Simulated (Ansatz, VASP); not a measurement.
## Nb in VASP and in Ansatz

Contents of POSCAR:

```
Nb
1.0
   -0.1057500000      2.1150000000      2.1150000000
    2.1150000000     -0.1057500000      2.1150000000
    2.0092500000      2.0092500000      0.0000000000
Nb
1
Direct
    0.0000000000      0.0000000000      0.0000000000
```

INCAR.step1

```
SYSTEM = Nb
  PREC = Accurate
  ENCUT = 520
  ISMEAR = 0
  SIGMA = 0.15
  LREAL = .False.
  LASPH = .True.
  NELM = 80
  NBANDS = 12
  GGA = PE
  ALGO = Normal
  EDIFF = 1E-4
  LWAVE = .True.
  LCHARG = .False.
```

File INCAR.step2:

```
SYSTEM = Nb
  PREC = Accurate
  ENCUT = 520
  EDIFF = 1E-7
  ISMEAR = 0
  SIGMA = 0.15
  LREAL = .False.
  LASPH = .True.
  NELM = 80
  ALGO = Normal
  ISIF = 2
  LWAVE = .False.
  LCHARG = .True.
  METAGGA = R2SCAN
  LMIXTAU = .True.
  LELF = .True.
  LVHAR = .True.
  NBANDS = 12
  ISTART = 1
```

KPOINTS

```
Automatic mesh
0
Gamma
  20 20 20
  0 0 0
```

Input for Ansatz:

```yaml
crystal:
  lattice:
    - [-0.10575, 2.115, 2.115]
    - [2.115, -0.10575, 2.115]
    - [2.00925, 2.00925, 0.0]
  atoms:
    - { symbol: Nb, position: [0.0, 0.0, 0.0] }
basis:
  ecutwfc: 500
kpoints:
  mp_grid: { grid: [20, 20, 20] }
hamiltonian:
  xc: r2scan
scf:
  occupations: { method: gaussian, width: 0.15 }
output:
  forces: true
  stress: true
  eigenvalues: true
  write_density: true
  write_potential: true
  elf: true
  volumetric_format: npy
```

Change from the starting cell: strain -0.1000 x Voigt [0, 0, 0, 0, 0, 1], atoms carried along.

Alike in both runs: task single point; functional r2SCAN; k mesh 20 × 20 × 20; occupations gaussian, width 0.15 eV; no spin polarisation.

|  | VASP | Ansatz |
| --- | --- | --- |
| version | VASP 6.6.1 | Ansatz 0.2.0 |
| potentials or method | VASP PAW PBE potentials, release 64 (Nb_sv), cutoff 520 eV | scalar-relativistic, plane waves, PAW |
| valence electrons in the cell | 13 | 13 |

|  | VASP | Ansatz | Ansatz less VASP |
| --- | --- | --- | --- |
| gap on the k mesh at the Fermi level (eV) | none | none | - |
| pressure (GPa) | -2.7 | -2.5 | +0.20 |
| traceless stress, the component that is largest in VASP (GPa) | -2.64 | -2.71 | -0.066 |

VASP's potentials were made for PBE, not for r2SCAN. A gap of «none» marks a metal or a gap that the smearing closes.
